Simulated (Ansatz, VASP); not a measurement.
**CdS5: VASP beside Ansatz**

```
Cd S
1.0
     8.09890    0.00000    0.00000
    -4.04945    7.01385    0.00000
     0.00000    0.00000    2.64548
Cd S
1 5
Cartesian
  0.0000 0.0000 0.0000
  4.0494 0.0000 1.3227
  -2.0247 3.5069 1.3227
  2.0247 3.5069 1.3227
  0.0000 4.6759 1.3227
  4.0494 2.3380 1.3227
```

Alike in both runs: functional PBE; k mesh 6 × 6 × 14; occupations gaussian, width 0.1 eV; no spin polarisation.

Ansatz relaxed the structure, and its values are those at the end. VASP's run is a single point on that final structure, the one shown.

```csv
,VASP,Ansatz
version,VASP 6.6.1,Ansatz 0.2.0
potentials or method,"VASP PAW PBE potentials, release 64 (Cd, S), cutoff 520 eV","scalar-relativistic, plane waves, PAW"
valence electrons in the cell,42,50
```

|  | VASP | Ansatz | Ansatz less VASP |
| --- | --- | --- | --- |
| gap on the k mesh at the Fermi level (eV) | none | none | - |
| pressure (GPa) | -0.1 | 0.0 | +0.06 |

A gap of «none» marks a metal or a gap that the smearing closes. VASP's potentials hold 42 valence electrons a cell and Ansatz's 50, so a difference there can come from the potentials and not from the codes.
